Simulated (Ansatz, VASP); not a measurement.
Al: VASP beside Ansatz

INCAR

```
ALGO = Fast
EDIFF = 1E-6
EDIFFG = -0.01
ENCUT = 600
GGA = PE
IBRION = 2
ISIF = 3
ISMEAR = 0
LASPH = True
LCHARG = False
LREAL = False
LWAVE = False
NELM = 100
NSW = 100
PREC = Accurate
SIGMA = 0.1
```

The input KPOINTS:

```
k-points
0
Gamma
  22 22 12
```

The input POSCAR:

```
Al
1.0
    1.4098501795     -2.5348578278      0.0000000000
    1.4098501795      2.5348578278      0.0000000000
    0.0000000000      0.0000000000      4.6579198337
Al
2
Direct
    0.6655690768      0.3344309232      0.7500000000
    0.3344309232      0.6655690768      0.2500000000
```

Input for Ansatz:

```yaml
crystal:
  lattice:
    - [1.4098501795, -2.5348578278, 0.0]
    - [1.4098501795, 2.5348578278, 0.0]
    - [0.0, 0.0, 4.6579198337]
  atoms:
    - { symbol: Al, position: [0.6655690768, 0.3344309232, 0.75] }
    - { symbol: Al, position: [0.3344309232, 0.6655690768, 0.25] }
basis:
  ecutwfc: 420
kpoints:
  mp_grid: { grid: [22, 22, 12] }
hamiltonian:
  xc: pbe
scf:
  occupations: { method: gaussian, width: 0.1 }
output:
  forces: true
  stress: true
  eigenvalues: true
relax:
  adjacent_minimum: "off"
  f_tol: 0.01
  max_steps: 80
  cell: { stress_tol: 0.05 }
```

Change from the starting cell: the structure that the rattled cell fell into.

Alike in both runs: task relaxation of cell and atoms; functional PBE; k mesh 22 × 22 × 12; occupations gaussian, width 0.1 eV; no spin polarisation.

```csv
,VASP,Ansatz
version,VASP 6.6.1,Ansatz 0.2.0
potentials or method,"VASP PAW PBE potentials, release 64 (Al), cutoff 600 eV","scalar-relativistic, plane waves, PAW"
valence electrons in the cell,6,6
```

Ansatz gave:

- gap on the k mesh at the Fermi level, each at its own relaxed structure (eV): none
- relaxed volume (Å³/atom): 16.64
- relaxed cell length with the largest relative difference (Å): 4.730

Problem. Estimate VASP's values.

Solution. gap on the k mesh at the Fermi level, each at its own relaxed structure (eV): none; relaxed volume (Å³/atom): 16.65; relaxed cell length with the largest relative difference (Å): 4.729.

A gap of «none» marks a metal or a gap that the smearing closes.
